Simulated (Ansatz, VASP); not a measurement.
## InBi3O: VASP beside Ansatz

```
CELL_PARAMETERS angstrom
4.95000 0.00000 0.00000
0.00000 4.95000 0.00000
0.00000 0.00000 4.95000
ATOMIC_POSITIONS crystal
In 0.00000 0.00000 0.00000
Bi 0.00000 0.50000 0.50000
Bi 0.50000 0.00000 0.50000
Bi 0.50000 0.50000 0.00000
O 0.50000 0.50000 0.50000
```

Alike in both runs: task relaxation of cell and atoms; functional PBE; k mesh 3 × 3 × 3; occupations gaussian, width 0.2 eV; no spin polarisation.

|  | VASP | Ansatz |
| --- | --- | --- |
| version | VASP 6.6.1 | Ansatz 0.2.0 |
| potentials or method | VASP PAW PBE potentials, release 64 (In_d, Bi_d, O), cutoff 600 eV | scalar-relativistic, plane waves, PAW |
| valence electrons in the cell | 64 | 64 |

VASP gave:

| Item | Value |
| --- | --- |
| gap on the k mesh at the Fermi level, each at its own relaxed structure (eV) | none |
| relaxed volume (Å³/atom) | 25.15 |
| relaxed length of the cell vector where the two differ most in proportion (Å) | 5.010 |

**Question.** Estimate Ansatz's values.

**Answer.** gap on the k mesh at the Fermi level, each at its own relaxed structure (eV): none; relaxed volume (Å³/atom): 25.20; relaxed length of the cell vector where the two differ most in proportion (Å): 5.013.

A gap of «none» marks a metal or a gap that the smearing closes.

The k mesh is coarse, so the values compare programs but aren't converged. Neither program's run includes spin-orbit coupling.
